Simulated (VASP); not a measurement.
# CaRu3 (Pm-3m) in VASP: further runs

CaRu3 is run at these levels: PBE; tasks: single point, relaxation of cell and atoms.

All numbers are computed with VASP 6.6.1; they aren't measurements. Logs are shortened: lines on timing, memory, paths and dates and some standing lists are left out, and cuts for length are marked.

## Step 1: The cell of the first run

Symmetry: Pm-3m, No. 221, cubic system. The conventional cell has a = 4.018 Å, b = 4.018 Å, c = 4.018 Å, α = 90.00°, β = 90.00°, γ = 90.00°. Ca (site symmetry m-3m) has 12 Ru at 2.84 Å within 3.7 Å. Ru (site symmetry 4/mmm) has 4 Ca at 2.84 Å and 8 Ru at 2.84 Å within 3.7 Å.

## Step 2: Single point, PBE

Contents of INCAR:

```
SYSTEM = CaRu3
PREC = Accurate ; ENCUT = 520
EDIFF = 1E-6 ; ISMEAR = 0
SIGMA = 0.1 ; LREAL = .False.
LASPH = .True. ; NELM = 80
ALGO = Fast ; ISIF = 2
LWAVE = .False. ; LCHARG = .False.
GGA = PE ; NBANDS = 34
```

Contents of KPOINTS:

```
regular mesh
0
Gamma
  12 12 12
  0 0 0
```

Contents of POSCAR:

```
CaRu3
1.0
    4.0182352090      0.0000000000      0.0000000000
    0.0000000000      4.0182352090      0.0000000000
    0.0000000000      0.0000000000      4.0182352090
Ca Ru
1 3
Direct
    0.0000000000      0.0000000000      0.0000000000
    0.0000000000      0.5000000000      0.5000000000
    0.5000000000      0.0000000000      0.5000000000
    0.5000000000      0.5000000000      0.0000000000
```

Potentials or basis: VASP PAW PBE potentials, release 64 (Ca_sv, Ru_pv).

Started as:

```bash
> cat potpaw_PBE.64/Ca_sv/POTCAR potpaw_PBE.64/Ru_pv/POTCAR > POTCAR
> mpirun -np 1 vasp_std > vasp.out
```

OUTCAR:

```text
SYSTEM = CaRu3
   PREC = Accurate
   ENCUT = 520
   EDIFF = 1E-6
   ISMEAR = 0
   LREAL = .False.
   LASPH = .True.
   NELM = 80
   ISIF = 2
   GGA = PE

 ion  position               nearest neighbor table
   1  0.000  0.000  0.000-   2 2.84   3 2.84   4 2.84   2 2.84   3 2.84   2 2.84   4 2.84   2 2.84
                             3 2.84   4 2.84   3 2.84   4 2.84
   2  0.000  0.500  0.500-   1 2.84   3 2.84   4 2.84   1 2.84   4 2.84   1 2.84   3 2.84   1 2.84
                             3 2.84   4 2.84   4 2.84   3 2.84
   3  0.500  0.000  0.500-   1 2.84   2 2.84   4 2.84   1 2.84   4 2.84   2 2.84   4 2.84   4 2.84
                             1 2.84   2 2.84   1 2.84   2 2.84
   4  0.500  0.500  0.000-   1 2.84   2 2.84   3 2.84   2 2.84   3 2.84   1 2.84   3 2.84   3 2.84
                             1 2.84   2 2.84   2 2.84   1 2.84

  LATTYP: Found a simple cubic cell.
 ALAT       =     4.0182352090

  Lattice vectors:

 A1 = (   4.0182352090,   0.0000000000,   0.0000000000)
 A2 = (   0.0000000000,   4.0182352090,   0.0000000000)
 A3 = (   0.0000000000,   0.0000000000,   4.0182352090)

Analysis of symmetry for initial positions (statically):
=====================================================================
 Subroutine PRICEL returns:
 Original cell was already a primitive cell.

 Routine SETGRP: Setting up the symmetry group for a
 simple cubic supercell.

 Subroutine GETGRP returns: Found 48 space group operations
 (whereof 48 operations were pure point group operations)
 out of a pool of 48 trial point group operations.

The static configuration has the point symmetry O_h .

Analysis of symmetry for dynamics (positions and initial velocities):
=====================================================================
 Subroutine PRICEL returns:
 Original cell was already a primitive cell.

 Routine SETGRP: Setting up the symmetry group for a
 simple cubic supercell.

 Subroutine GETGRP returns: Found 48 space group operations
 (whereof 48 operations were pure point group operations)
 out of a pool of 48 trial point group operations.

The dynamic configuration has the point symmetry O_h .

 Subroutine INISYM returns: Found 48 space group operations
 (whereof 48 operations are pure point group operations),
 and found     1 'primitive' translations

----------------------------------------------------------------------------------------

                                     Primitive cell

  volume of cell :      64.8793

[... 95 lines left out ...]
   NSW    =      0    number of steps for IOM
   IBRION =     -1    ionic relax: 0-MD 1-quasi-New 2-CG
   NFREE  =      0    steps in history (QN), initial steepest desc. (CG)
   ISIF   =      2    stress and relaxation
   ISYM   =      2    0-nonsym 1-usesym 2-fastsym
   POTIM  = 0.5000    time-step for ionic-motion
   TEBEG  =    0.0;   TEEND  =   0.0 temperature during run
   PSTRESS=    0.0 pullay stress
   NELECT =      52.0000    total number of electrons
   NUPDOWN=      -1.0000    fix difference up-down
   EMIN   =  10.00;   EMAX   =-10.00  energy-range for DOS
   EFERMI =   0.00;   METHOD = LEGACY
   ISMEAR =     0;   SIGMA  =   0.10  broadening in eV -4-tet -1-fermi 0-gaus
   EFERMI_NEDOS =   21; number of points for ismear=-14 and -15
   IALGO  =     68    algorithm
   IMIX   =      4    mixing-type and parameters
     AMIX     =   0.40;   BMIX     =  1.00
     AMIX_MAG =   1.60;   BMIX_MAG =  1.00
  volume/ion in A,a.u.               =      16.22       109.46
  Fermi-wavevector in a.u.,A,eV,Ry     =   1.520690  2.873687 31.463432  2.312497
  Thomas-Fermi vector in A             =   2.629506
   LORBIT       =      0    0 simple, 1 ext, 2 COOP (PROOUT), +10 PAW based schemes
   GGA     = PE    functional components
   LHFCALC =     F    Hartree Fock is set to
   AEXX    =    0.0000 exact exchange contribution
   IVDW    =     0    specifies the selected vdW correction
   LEPSILON=     F    determine dielectric tensor
   LRPA    =     F    only Hartree local field effects (RPA)
 non-spin polarized calculation
 RMM-DIIS sequential band-by-band and
 Gauss-broadening in eV      SIGMA  =   0.10
  energy-cutoff  :      520.00
  volume of cell :       64.88
 maximum number of plane-waves:      1777
 NGX is ok and might be reduce to    30
   NGX = 15   NGY = 15   NGZ = 15

 number of electron      52.0000020 magnetization

 Free energy of the ion-electron system (eV)
  ---------------------------------------------------
  ext. energy  EPLUGINS =         0.00000000
  ---------------------------------------------------
  free energy    TOTEN  =       -26.90694972 eV

  energy without entropy =      -26.86037456  energy(sigma->0) =      -26.88366214

 E-fermi :   8.6829     XC(G=0): -12.5822

 val. band max:        8.6828273449   @ k =   0.5000   0.5000   0.2500
 cond. band min:       8.6919190200   @ k =   0.3333   0.3333   0.1667
 fundamental gap:      0.0090916751
 Fermi energy:         8.6829480644

 k-point     1 :       0.0000    0.0000    0.0000
  band No.  band energies     occupation
      1     -33.6626      2.00000
      2     -33.6626      2.00000
      3     -33.6626      2.00000
      4     -33.3429      2.00000
      5     -33.3429      2.00000
      6     -33.3429      2.00000
[... 877 lines left out ...]
     33      13.8628      0.00000
     34      14.4116      0.00000

 [... further k-points ...]

------------------------ aborting loop because EDIFF is reached ----------------------------------------

  FORCE on cell =-STRESS in cart. coord.  units (eV):
  Direction    XX          YY          ZZ          XY          YZ          ZX
  --------------------------------------------------------------------------------------
  -------------------------------------------------------------------------------------
  Total        0.0832360      0.0832360      0.0832360     -0.0000000     -0.0000000      0.0000000
  in kB        2.0554926      2.0554926      2.0554926     -0.0000000     -0.0000000      0.0000000
  external PRESSURE =       2.0554926 kB  Pullay stress =       0.0000000 kB

 VOLUME and BASIS-vectors are now :
 -----------------------------------------------------------------------------
  energy-cutoff  :      520.00
  volume of cell :       64.88
      direct lattice vectors                 reciprocal lattice vectors
     4.018235209  0.000000000  0.000000000     0.248865472  0.000000000  0.000000000
     0.000000000  4.018235209  0.000000000     0.000000000  0.248865472  0.000000000
     0.000000000  0.000000000  4.018235209     0.000000000  0.000000000  0.248865472

 POSITION                                       TOTAL-FORCE (eV/Angst)
 -----------------------------------------------------------------------------------
      0.00000      0.00000      0.00000         0.000000      0.000000      0.000000
      0.00000      2.00912      2.00912         0.000000      0.000000      0.000000
      2.00912      0.00000      2.00912         0.000000      0.000000      0.000000
      2.00912      2.00912      0.00000         0.000000      0.000000      0.000000
 -----------------------------------------------------------------------------------
    total drift:                                0.000000      0.000000     -0.000000

  FREE ENERGIE OF THE ION-ELECTRON SYSTEM (eV)
  ---------------------------------------------------
  free  energy   TOTEN  =       -26.9069497150 eV

  energy  without entropy=      -26.8603745592  energy(sigma->0) =      -26.88366214
```

stdout:

```text
POSCAR found type information on POSCAR CaRu
 POSCAR found :  2 types and       4 ions
 scaLAPACK will be used
 LDA part: xc-table for (Slater+PW92), standard interpolation
 POSCAR, INCAR and KPOINTS ok, starting setup
 FFT: planning ... GRIDC
 FFT: planning ... GRID_SOFT
 FFT: planning ... GRID
 WAVECAR not read
 entering main loop
WARNING in EDDRMM: call to ZHEGV failed, returncode =   6  3     18
WARNING in EDDRMM: call to ZHEGV failed, returncode =   6  3     19
WARNING in EDDRMM: call to ZHEGV failed, returncode =   8  4     25
```

It took 1.7 min on 1 thread of Intel Xeon 6975P-C (Granite Rapids), shared host; peak memory 0.27 GiB.

Results:

```
Free energy            : -26.9069 eV
Pressure               : 0.2 GPa
Band gap on the k mesh : zero (bands 26 and 27 overlap by 2.25 eV)
```

Levels at points of the mesh, in eV from the Fermi level:
```
           k point  band 22  band 23  band 24  band 25  band 26  band 27  band 28  band 29  band 30  band 31
(0.00, 0.00, 0.00)    -0.78    -0.78     0.67     0.67     1.65     2.05     2.05     2.05     4.27     4.27
(0.50, 0.00, 0.00)    -1.69    -1.64    -0.58    -0.47    -0.10    -0.10    -0.05     0.87     2.06     4.35
(0.50, 0.50, 0.00)    -1.64    -1.64    -0.91    -0.65    -0.60    -0.60     0.13     0.21     0.84     3.99
(0.50, 0.50, 0.50)    -0.89    -0.89    -0.19    -0.19     1.03     1.67     1.67     1.67     2.39     2.39
```

## Step 3: Relaxation of cell and atoms, PBE

This run uses another cell than the first one, of 16.40 Å³/atom.

Contents of INCAR:

```
PREC = Accurate
ENCUT = 600
EDIFF = 1E-7
ISMEAR = 0
SIGMA = 0.1
LREAL = False
LASPH = True
NELM = 80
ALGO = Fast
ISIF = 3
LWAVE = False
LCHARG = False
GGA = PE
IBRION = 2
NSW = 100
EDIFFG = -0.01
```

Contents of KPOINTS:

```
regular mesh
0
Gamma
  12 12 12
```

Contents of POSCAR:

```
CaRu3
1.0
    4.0329871978      0.0000000000      0.0000000000
    0.0000000000      4.0329871978      0.0000000000
    0.0000000000      0.0000000000      4.0329871978
Ca Ru
1 3
Direct
    0.0000000000      0.0000000000      0.0000000000
    0.0000000000      0.5000000000      0.5000000000
    0.5000000000      0.0000000000      0.5000000000
    0.5000000000      0.5000000000      0.0000000000
```

Potentials or basis: VASP PAW PBE potentials, release 64 (Ca_sv, Ru_pv).

Started as:

```bash
> cat potpaw_PBE.64/Ca_sv/POTCAR potpaw_PBE.64/Ru_pv/POTCAR > POTCAR
> mpirun -np 1 vasp_std > vasp.out
```

OUTCAR:

```text
PREC = Accurate
   ENCUT = 600
   EDIFF = 1E-7
   ISMEAR = 0
   LREAL = False
   LASPH = True
   NELM = 80
   ISIF = 3
   GGA = PE
   IBRION = 2
   NSW = 100
   EDIFFG = -0.01

 ion  position               nearest neighbor table
   1  0.000  0.000  0.000-   2 2.85   3 2.85   4 2.85   2 2.85   3 2.85   2 2.85   4 2.85   2 2.85
                             3 2.85   4 2.85   3 2.85   4 2.85
   2  0.000  0.500  0.500-   1 2.85   3 2.85   4 2.85   1 2.85   4 2.85   1 2.85   3 2.85   1 2.85
                             3 2.85   4 2.85   4 2.85   3 2.85
   3  0.500  0.000  0.500-   1 2.85   2 2.85   4 2.85   1 2.85   4 2.85   2 2.85   4 2.85   4 2.85
                             1 2.85   2 2.85   1 2.85   2 2.85
   4  0.500  0.500  0.000-   1 2.85   2 2.85   3 2.85   2 2.85   3 2.85   1 2.85   3 2.85   3 2.85
                             1 2.85   2 2.85   2 2.85   1 2.85

  LATTYP: Found a simple cubic cell.
 ALAT       =     4.0329871978

  Lattice vectors:

 A1 = (   4.0329871978,   0.0000000000,   0.0000000000)
 A2 = (   0.0000000000,   4.0329871978,   0.0000000000)
 A3 = (   0.0000000000,   0.0000000000,   4.0329871978)

Analysis of symmetry for initial positions (statically):
=====================================================================
 Subroutine PRICEL returns:
 Original cell was already a primitive cell.

 Routine SETGRP: Setting up the symmetry group for a
 simple cubic supercell.

 Subroutine GETGRP returns: Found 48 space group operations
 (whereof 48 operations were pure point group operations)
 out of a pool of 48 trial point group operations.

The static configuration has the point symmetry O_h .

Analysis of symmetry for dynamics (positions and initial velocities):
=====================================================================
 Subroutine PRICEL returns:
 Original cell was already a primitive cell.

[... 137 lines left out ...]
   LHFCALC =     F    Hartree Fock is set to
   AEXX    =    0.0000 exact exchange contribution
   IVDW    =     0    specifies the selected vdW correction
   LEPSILON=     F    determine dielectric tensor
   LRPA    =     F    only Hartree local field effects (RPA)
 conjugate gradient relaxation of ions
 non-spin polarized calculation
 RMM-DIIS sequential band-by-band and
 Gauss-broadening in eV      SIGMA  =   0.10
  energy-cutoff  :      600.00
  volume of cell :       65.60
 maximum number of plane-waves:      2272
   NGX = 17   NGY = 17   NGZ = 17

--------------------------------------- Ionic step        1  -------------------------------------------

 number of electron      51.9999997 magnetization

 Free energy of the ion-electron system (eV)
  ---------------------------------------------------
  ext. energy  EPLUGINS =         0.00000000
  ---------------------------------------------------
  free energy    TOTEN  =       -26.90527364 eV

  energy without entropy =      -26.85811054  energy(sigma->0) =      -26.88169209

------------------------ aborting loop because EDIFF is reached ----------------------------------------

  FORCE on cell =-STRESS in cart. coord.  units (eV):
  Direction    XX          YY          ZZ          XY          YZ          ZX
  --------------------------------------------------------------------------------------
  -------------------------------------------------------------------------------------
  Total       -0.6150886     -0.6150886     -0.6150886      0.0000000      0.0000000      0.0000000
  in kB      -15.0233823    -15.0233823    -15.0233823      0.0000000      0.0000000      0.0000000
  external PRESSURE =     -15.0233823 kB  Pullay stress =       0.0000000 kB
[... 63 lines left out ...]
--------------------------------------- Ionic step        3  -------------------------------------------

 number of electron      51.9999990 magnetization

 Free energy of the ion-electron system (eV)
  ---------------------------------------------------
  ext. energy  EPLUGINS =         0.00000000
  ---------------------------------------------------
  free energy    TOTEN  =       -26.90830974 eV

  energy without entropy =      -26.86167206  energy(sigma->0) =      -26.88499090

 E-fermi :   8.6673     XC(G=0): -12.5754

 val. band max:        8.6664797526   @ k =   0.2500   0.2500   0.0000
 cond. band min:       8.6673570113   @ k =   0.5000   0.5000   0.2500
 fundamental gap:      0.0008772586
 Fermi energy:         8.6672945334

 k-point     1 :       0.0000    0.0000    0.0000
  band No.  band energies     occupation
      1     -33.6765      2.00000
      2     -33.6765      2.00000
      3     -33.6765      2.00000
      4     -33.3577      2.00000
      5     -33.3577      2.00000
      6     -33.3577      2.00000
[... 805 lines left out ...]
     30       9.7250      0.00000
     31      12.6546      0.00000

 [... further k-points ...]

------------------------ aborting loop because EDIFF is reached ----------------------------------------

  FORCE on cell =-STRESS in cart. coord.  units (eV):
  Direction    XX          YY          ZZ          XY          YZ          ZX
  --------------------------------------------------------------------------------------
  -------------------------------------------------------------------------------------
  Total       -0.0076049     -0.0076049     -0.0076049      0.0000000      0.0000000      0.0000000
  in kB       -0.1875734     -0.1875734     -0.1875734      0.0000000      0.0000000      0.0000000
  external PRESSURE =      -0.1875734 kB  Pullay stress =       0.0000000 kB
[... 19 lines left out ...]
  FREE ENERGIE OF THE ION-ELECTRON SYSTEM (eV)
  ---------------------------------------------------
  free  energy   TOTEN  =       -26.9083097420 eV

  energy  without entropy=      -26.8616720645  energy(sigma->0) =      -26.88499090

 reached required accuracy - stopping structural energy minimisation
```

CONTCAR:

```text
CaRu3
   1.00000000000000
     4.0198553865627309    0.0000000000000000    0.0000000000000000
     0.0000000000000000    4.0198553865627309    0.0000000000000000
    -0.0000000000000000    0.0000000000000000    4.0198553865627309
  Ca              Ru
     1     3
Direct
     0.0000000000000000    0.0000000000000000    0.0000000000000000
     0.0000000000000000    0.5000000000000000    0.5000000000000000
     0.5000000000000000    0.0000000000000000    0.5000000000000000
     0.5000000000000000    0.5000000000000000    0.0000000000000000

  0.00000000E+00  0.00000000E+00  0.00000000E+00
  0.00000000E+00  0.00000000E+00  0.00000000E+00
  0.00000000E+00  0.00000000E+00  0.00000000E+00
  0.00000000E+00  0.00000000E+00  0.00000000E+00
```

It took 4.8 min on 1 thread of Intel Xeon 6975P-C (Granite Rapids), shared host; peak memory 0.32 GiB.

What came out:

| Item | Value |
| --- | --- |
| Free energy | -26.9083 eV |
| Relaxed volume | 16.24 Å³/atom |
| Relaxed cell | a = 4.020 Å, b = 4.020 Å, c = 4.020 Å, α = 90.00°, β = 90.00°, γ = 90.00° |
| Space group after relaxing (to 0.1 Å) | Pm-3m (No. 221) |
| Energy gained by relaxing | 0.8 meV/atom |
| Ionic steps | 3 |
| Pressure after relaxing | 0.0 GPa |
| Band gap on the k mesh | zero (bands 26 and 27 overlap by 2.25 eV) |

Step by step:
| step | energy change (eV) | largest force (eV/Å) | pressure (GPa) | volume (Å³) |
| --- | --- | --- | --- | --- |
| 1 | 0.0000 | 0.0000 | -1.50 | 65.60 |
| 2 | 0.0019 | 0.0000 | 1.94 | 64.15 |
| 3 | -0.0030 | 0.0000 | -0.02 | 64.96 |

Final structure:
```cif
data_structure
_symmetry_space_group_name_H-M 'P 1'
_symmetry_Int_Tables_number 1
_cell_length_a 4.0199
_cell_length_b 4.0199
_cell_length_c 4.0199
_cell_angle_alpha 90.000
_cell_angle_beta 90.000
_cell_angle_gamma 90.000
_cell_volume 64.96
loop_
_atom_site_label
_atom_site_type_symbol
_atom_site_fract_x
_atom_site_fract_y
_atom_site_fract_z
_atom_site_occupancy
Ca1 Ca 0.00000 0.00000 0.00000 1
Ru1 Ru 0.00000 0.50000 0.50000 1
Ru2 Ru 0.50000 0.00000 0.50000 1
Ru3 Ru 0.50000 0.50000 0.00000 1
```
